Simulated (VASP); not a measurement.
# In5Sb3As2 (Pmm2) in VASP: a series of runs

Runs on In5Sb3As2. Level: PBE. Tasks: single point.

All numbers are computed with VASP 6.6.1; they aren't measurements. Logs are shortened: lines on timing, memory, paths and dates and some standing lists are left out, and cuts for length are marked.

## (1) The cell of the first run

It takes space group Pmm2 (No. 25, orthorhombic). Conventional cell: a = 5.722 Å, b = 14.864 Å, c = 3.123 Å, α = 90.00°, β = 90.00°, γ = 90.00°. Within 3.9 Å of In (site symmetry m) lie 4 Sb at 2.97 to 3.70 Å and 4 In at 2.97 to 3.12 Å. In (site symmetry m) has 4 As at 2.97 to 3.70 Å and 4 In at 2.97 to 3.12 Å within 3.9 Å. Within 3.9 Å of In (site symmetry mm2) lie 4 Sb at 2.97 to 3.70 Å and 4 In at 2.97 to 3.12 Å. Sb (site symmetry m) has 4 In at 2.97 to 3.70 Å and 1 As at 2.97 Å and 3 Sb at 2.97 to 3.12 Å within 3.9 Å. Within 3.9 Å of Sb (site symmetry mm2) lie 4 In at 2.97 to 3.70 Å and 2 As at 2.97 Å and 2 Sb at 3.12 Å. As (site symmetry m) has 4 In at 2.97 to 3.70 Å and 2 Sb at 2.97 Å and 2 As at 3.12 Å within 3.9 Å.

## (2) Single point, PBE

INCAR reads:

```
SYSTEM = In5Sb3As2
ALGO = Normal
EDIFF = 1E-7
ENCUT = 520
GGA = PE
ISIF = 2
ISMEAR = 0
LASPH = .True.
LCHARG = .False.
LREAL = .False.
LWAVE = .False.
NBANDS = 56
NELM = 80
PREC = Accurate
SIGMA = 0.1
```

KPOINTS reads:

```
k-points
0
Gamma
  4 2 6
  0 0 0
```

POSCAR reads:

```
In5Sb3As2
1.0
    5.7216281600      0.0000000000      0.0000000000
    0.0000000000     14.8642150100      0.0000000000
    0.0000000000      0.0000000000      3.1225546000
In Sb As
5 3 2
Direct
    0.0000000000      0.9000000000      0.0000000000
    0.0000000000      0.7000000000      0.0000000000
    0.0000000000      0.5000000000      0.0000000000
    0.0000000000      0.3000000000      0.0000000000
    0.0000000000      0.1000000000      0.0000000000
    0.5000000000      0.9000000000      0.2500000000
    0.5000000000      0.5000000000      0.2500000000
    0.5000000000      0.1000000000      0.2500000000
    0.5000000000      0.7000000000      0.2500000000
    0.5000000000      0.3000000000      0.2500000000
```

Potentials or basis: VASP PAW PBE potentials, release 64 (In_d, Sb, As).

On the command line:

```sh
$ cat potpaw_PBE.64/In_d/POTCAR potpaw_PBE.64/Sb/POTCAR potpaw_PBE.64/As/POTCAR > POTCAR
$ mpirun -np 1 vasp_std > vasp.out
```

OUTCAR:

```text
SYSTEM = In5Sb3As2
   EDIFF = 1E-7
   ENCUT = 520
   GGA = PE
   ISIF = 2
   ISMEAR = 0
   LASPH = .True.
   LREAL = .False.
   NELM = 80
   PREC = Accurate

 ion  position               nearest neighbor table
   1  0.000  0.900  0.000-   6 2.97   6 2.97   2 2.97   5 2.97   6 3.70   6 3.70
   2  0.000  0.700  0.000-   9 2.97   9 2.97   1 2.97   3 2.97
   3  0.000  0.500  0.000-   7 2.97   7 2.97   2 2.97   4 2.97   7 3.70   7 3.70
   4  0.000  0.300  0.000-  10 2.97  10 2.97   5 2.97   3 2.97
   5  0.000  0.100  0.000-   8 2.97   8 2.97   4 2.97   1 2.97   8 3.70   8 3.70
   6  0.500  0.900  0.250-   1 2.97   1 2.97   9 2.97   8 2.97   1 3.70   1 3.70
   7  0.500  0.500  0.250-   3 2.97   3 2.97  10 2.97   9 2.97   3 3.70   3 3.70
   8  0.500  0.100  0.250-   5 2.97   5 2.97  10 2.97   6 2.97   5 3.70   5 3.70
   9  0.500  0.700  0.250-   2 2.97   2 2.97   6 2.97   7 2.97
  10  0.500  0.300  0.250-   4 2.97   4 2.97   8 2.97   7 2.97

  LATTYP: Found a simple orthorhombic cell.
 ALAT       =     3.1225546000
 B/A-ratio  =     1.8323548802
 C/A-ratio  =     4.7602738508

  Lattice vectors:

 A1 = (   0.0000000000,   0.0000000000,   3.1225546000)
 A2 = (   5.7216281600,   0.0000000000,   0.0000000000)
 A3 = (   0.0000000000,  14.8642150100,   0.0000000000)

Analysis of symmetry for initial positions (statically):
=====================================================================
 Subroutine PRICEL returns:
 Original cell was already a primitive cell.

 Routine SETGRP: Setting up the symmetry group for a
 simple orthorhombic supercell.

 Subroutine GETGRP returns: Found  4 space group operations
 (whereof  4 operations were pure point group operations)
 out of a pool of  8 trial point group operations.

The static configuration has the point symmetry C_2v.

Analysis of symmetry for dynamics (positions and initial velocities):
=====================================================================
 Subroutine PRICEL returns:
 Original cell was already a primitive cell.

 Routine SETGRP: Setting up the symmetry group for a
 simple orthorhombic supercell.

 Subroutine GETGRP returns: Found  4 space group operations
 (whereof  4 operations were pure point group operations)
 out of a pool of  8 trial point group operations.

[... 119 lines left out ...]
   IBRION =     -1    ionic relax: 0-MD 1-quasi-New 2-CG
   NFREE  =      0    steps in history (QN), initial steepest desc. (CG)
   ISIF   =      2    stress and relaxation
   ISYM   =      2    0-nonsym 1-usesym 2-fastsym
   POTIM  = 0.5000    time-step for ionic-motion
   TEBEG  =    0.0;   TEEND  =   0.0 temperature during run
   PSTRESS=    0.0 pullay stress
   NELECT =      90.0000    total number of electrons
   NUPDOWN=      -1.0000    fix difference up-down
   EMIN   =  10.00;   EMAX   =-10.00  energy-range for DOS
   EFERMI =   0.00;   METHOD = LEGACY
   ISMEAR =     0;   SIGMA  =   0.10  broadening in eV -4-tet -1-fermi 0-gaus
   EFERMI_NEDOS =   21; number of points for ismear=-14 and -15
   IALGO  =     38    algorithm
   IMIX   =      4    mixing-type and parameters
     AMIX     =   0.40;   BMIX     =  1.00
     AMIX_MAG =   1.60;   BMIX_MAG =  1.00
  volume/ion in A,a.u.               =      26.56       179.21
  Fermi-wavevector in a.u.,A,eV,Ry     =   1.141384  2.156903 17.725091  1.302757
  Thomas-Fermi vector in A             =   2.278084
   LORBIT       =      0    0 simple, 1 ext, 2 COOP (PROOUT), +10 PAW based schemes
   GGA     = PE    functional components
   LHFCALC =     F    Hartree Fock is set to
   AEXX    =    0.0000 exact exchange contribution
   IVDW    =     0    specifies the selected vdW correction
   LEPSILON=     F    determine dielectric tensor
   LRPA    =     F    only Hartree local field effects (RPA)
 non-spin polarized calculation
 Gauss-broadening in eV      SIGMA  =   0.10
  energy-cutoff  :      520.00
  volume of cell :      265.57
 maximum number of plane-waves:      7192
 NGX is ok and might be reduce to    48
   NGX = 21   NGY = 55   NGZ = 11

 number of electron      89.9999999 magnetization

 Free energy of the ion-electron system (eV)
  ---------------------------------------------------
  ext. energy  EPLUGINS =         0.00000000
  ---------------------------------------------------
  free energy    TOTEN  =       -33.12167203 eV

  energy without entropy =      -33.07329866  energy(sigma->0) =      -33.09748535

 E-fermi :   6.9282     XC(G=0):  -9.9437

 val. band max:        6.9271959574   @ k =   0.2500   0.0000   0.1667
 cond. band min:       6.9319849334   @ k =   0.5000   0.5000   0.1667
 fundamental gap:      0.0047889760
 Fermi energy:         6.9282018924

 k-point     1 :       0.0000    0.0000    0.0000
  band No.  band energies     occupation
      1      -8.2036      2.00000
      2      -8.0649      2.00000
      3      -8.0424      2.00000
      4      -8.0051      2.00000
      5      -7.9568      2.00000
      6      -7.9282      2.00000
[... 1405 lines left out ...]
     55      10.6977      0.00000
     56      10.8140      0.00000

------------------------ aborting loop because EDIFF is reached ----------------------------------------

  FORCE on cell =-STRESS in cart. coord.  units (eV):
  Direction    XX          YY          ZZ          XY          YZ          ZX
  --------------------------------------------------------------------------------------
  -------------------------------------------------------------------------------------
  Total        7.0837444      3.1885010     -1.3089145      0.0000000      0.0000000      0.0000000
  in kB       42.7367819     19.2364747     -7.8967830      0.0000000      0.0000000      0.0000000
  external PRESSURE =      18.0254912 kB  Pullay stress =       0.0000000 kB

 VOLUME and BASIS-vectors are now :
 -----------------------------------------------------------------------------
  energy-cutoff  :      520.00
  volume of cell :      265.57
      direct lattice vectors                 reciprocal lattice vectors
     5.721628160  0.000000000  0.000000000     0.174775426  0.000000000  0.000000000
     0.000000000 14.864215010  0.000000000     0.000000000  0.067275668  0.000000000
     0.000000000  0.000000000  3.122554600     0.000000000  0.000000000  0.320250605

 POSITION                                       TOTAL-FORCE (eV/Angst)
 -----------------------------------------------------------------------------------
      0.00000     13.37779      0.00000         0.000000     -0.066052     -0.122634
      0.00000     10.40495      0.00000         0.000000      0.008922     -0.004078
      0.00000      7.43211      0.00000         0.000000      0.000000     -0.107238
      0.00000      4.45926      0.00000         0.000000     -0.008922     -0.004078
      0.00000      1.48642      0.00000         0.000000      0.066052     -0.122634
      2.86081     13.37779      0.78064         0.000000     -0.547034      0.119120
      2.86081      7.43211      0.78064         0.000000      0.000000      0.117364
      2.86081      1.48642      0.78064         0.000000      0.547034      0.119120
      2.86081     10.40495      0.78064        -0.000000     -0.116291      0.002530
      2.86081      4.45926      0.78064        -0.000000      0.116291      0.002530
 -----------------------------------------------------------------------------------
    total drift:                               -0.000000      0.000000     -0.003688

  FREE ENERGIE OF THE ION-ELECTRON SYSTEM (eV)
  ---------------------------------------------------
  free  energy   TOTEN  =       -33.1216720334 eV

  energy  without entropy=      -33.0732986647  energy(sigma->0) =      -33.09748535
```

OSZICAR:

```text
N       E                     dE             d eps       ncg     rms          rms(c)
DAV:   1     0.889337870390E+03    0.88934E+03   -0.38893E+04  2688   0.180E+03
DAV:   2     0.868324526589E+02   -0.80251E+03   -0.78470E+03  2704   0.481E+02
DAV:   3    -0.260723648226E+02   -0.11290E+03   -0.10900E+03  3216   0.192E+02
[... 23 lines left out ...]
DAV:  27    -0.331216719971E+02    0.35393E-06   -0.28352E-07  2416   0.923E-03    0.399E-02
DAV:  28    -0.331216716865E+02    0.31069E-06   -0.15618E-06  3400   0.207E-02    0.155E-02
DAV:  29    -0.331216718340E+02   -0.14750E-06   -0.49613E-07  2432   0.489E-03    0.974E-03
DAV:  30    -0.331216720373E+02   -0.20337E-06   -0.37632E-08  1656   0.213E-03    0.581E-03
DAV:  31    -0.331216720334E+02    0.39563E-08   -0.80039E-08  1640   0.465E-03
   1 F= -.33121672E+02 E0= -.33097485E+02  d E =-.483734E-01
```

stdout:

```text
POSCAR found type information on POSCAR InSbAs
 POSCAR found :  3 types and      10 ions
 scaLAPACK will be used
 LDA part: xc-table for (Slater+PW92), standard interpolation
 POSCAR, INCAR and KPOINTS ok, starting setup
 FFT: planning ... GRIDC
 FFT: planning ... GRID_SOFT
 FFT: planning ... GRID
 WAVECAR not read
 entering main loop
```

It took 5.8 min on 1 thread of Intel Xeon Platinum 8481C at 2.70GHz (Sapphire Rapids), shared host; peak memory 0.53 GiB.

What came out:

```
Free energy            : -33.1217 eV
Pressure               : 1.8 GPa
Largest force          : 0.560 eV/Å
Band gap on the k mesh : zero (band 45 reaches 9.29 eV, above the bottom of band 46 at 5.70 eV)
```

Forces in eV/Å, atoms in the order of the input:
```
In   0.000 -0.066 -0.123
In   0.000  0.009 -0.004
In   0.000  0.000 -0.107
In   0.000 -0.009 -0.004
In   0.000  0.066 -0.123
Sb   0.000 -0.547  0.119
Sb   0.000  0.000  0.117
Sb   0.000  0.547  0.119
As   0.000 -0.116  0.003
As   0.000  0.116  0.003
```

Levels at points of the mesh, in eV from the Fermi level:
```
           k point  band 41  band 42  band 43  band 44  band 45  band 46  band 47  band 48  band 49  band 50
(0.00, 0.00, 0.00)    -2.82    -2.74    -0.15     0.04     0.09     0.11     2.71     2.91     3.76     3.97
(0.50, 0.00, 0.00)     0.02     0.06     0.27     0.30     0.75     1.44     1.54     2.09     2.24     2.71
(0.00, 0.50, 0.00)    -2.50    -2.42    -2.38    -1.46     2.36     2.43     2.51     2.74     2.76     2.85
(0.50, 0.50, 0.00)    -0.19     0.17     0.34     0.91     0.94     1.87     2.09     2.13     2.36     2.55
(0.00, 0.00, 0.50)    -2.25    -1.86    -1.83    -1.62    -0.94    -0.88    -0.61    -0.58    -0.52    -0.49
(0.50, 0.00, 0.50)    -2.69    -2.56    -2.41    -2.30    -2.20    -0.79    -0.75     1.41     1.48     1.78
(0.00, 0.50, 0.50)    -1.71    -1.57    -1.47    -1.40    -1.24    -1.13    -0.58    -0.39    -0.18    -0.09
(0.50, 0.50, 0.50)    -2.96    -2.73    -1.89    -1.74    -1.62    -0.39    -0.29    -0.04     0.09     2.05
```

Caveat: spin-orbit coupling is left out, which moves the levels of the heavy elements.

## (3) Single point, PBE

This run uses another cell than the first one, of 28.17 Å³/atom, 1.061 times its volume.

INCAR reads:

```
SYSTEM = In5Sb3As2
ALGO = Normal ; EDIFF = 1E-6
ENCUT = 520 ; GGA = PE
ISIF = 2 ; ISMEAR = 0
LASPH = .True. ; LCHARG = .False.
LREAL = .False. ; LWAVE = .False.
NBANDS = 56 ; NELM = 80
PREC = Accurate ; SIGMA = 0.1
```

KPOINTS is that of step 2.

POSCAR reads:

```
In5Sb3As2
1.0
    6.0280540526      0.0000000000      0.0000000000
    0.0000000000     15.7145155041      0.0000000000
    0.0000000000      0.0000000000      2.9742549312
In Sb As
5 3 2
Direct
    0.0000000000      0.8988762770      0.0002070470
    0.0000000000      0.6953653482      0.3263295127
    0.0000000000      0.5000000000     -0.1106763752
    0.0000000000      0.3046346518      0.3263295127
    0.0000000000      0.1011237230      0.0002070470
    0.5000000000      0.8717815125      0.1213940285
    0.5000000000      0.5000000000      0.0551103217
    0.5000000000      0.1282184875      0.1213940285
    0.5000000000      0.6939157654      0.2048524386
    0.5000000000      0.3060842346      0.2048524386
```

Potentials or basis: VASP PAW PBE potentials, release 64 (In_d, Sb, As).

On the command line:

```sh
$ cat potpaw_PBE.64/In_d/POTCAR potpaw_PBE.64/Sb/POTCAR potpaw_PBE.64/As/POTCAR > POTCAR
$ mpirun -np 1 vasp_std > vasp.out
```

It took 2.6 min on 1 thread of Intel Xeon Platinum 8481C at 2.70GHz (Sapphire Rapids), shared host; peak memory 0.57 GiB.

Results (log left out):

```yaml
Free_energy: -33.8091 eV
Pressure: -0.1 GPa
Largest_force: 0.010 eV/Å
Band_gap_on_the_k_mesh: zero (band 45 reaches 7.64 eV, above the bottom of band 46 at 5.05 eV)
```

Forces on the atoms (eV/Å):
```
In   0.000  0.000  0.003
In   0.000 -0.006  0.000
In   0.000  0.000 -0.007
In   0.000  0.006  0.000
In   0.000  0.000  0.003
Sb   0.000  0.008  0.006
Sb   0.000  0.000 -0.004
Sb   0.000 -0.008  0.006
As   0.000 -0.002 -0.004
As   0.000  0.002 -0.004
```

Levels at points of the mesh, in eV from the Fermi level:
```
           k point  band 42  band 43  band 44  band 45  band 46  band 47  band 48  band 49
(0.00, 0.00, 0.00)    -2.60    -0.81    -0.62    -0.48     0.55     3.26     3.39     3.70
(0.50, 0.00, 0.00)    -0.53     0.08     0.32     0.51     0.96     1.02     1.30     1.54
(0.00, 0.50, 0.00)    -2.41    -1.94    -1.44     1.50     1.52     1.82     2.46     2.90
(0.50, 0.50, 0.00)    -0.30     0.13     0.49     0.72     0.76     1.62     1.68     1.79
(0.00, 0.00, 0.50)    -1.64    -1.18    -1.16    -1.09    -1.05    -0.40    -0.36    -0.16
(0.50, 0.00, 0.50)    -1.85    -1.73    -1.63    -1.28    -0.56    -0.44     1.53     1.77
(0.00, 0.50, 0.50)    -1.65    -1.27    -1.14    -0.92    -0.68    -0.60    -0.46    -0.45
(0.50, 0.50, 0.50)    -2.15    -1.43    -1.32    -1.19    -0.68     0.02     1.01     1.16
```

Caveat: spin-orbit coupling is left out, which moves the levels of the heavy elements.
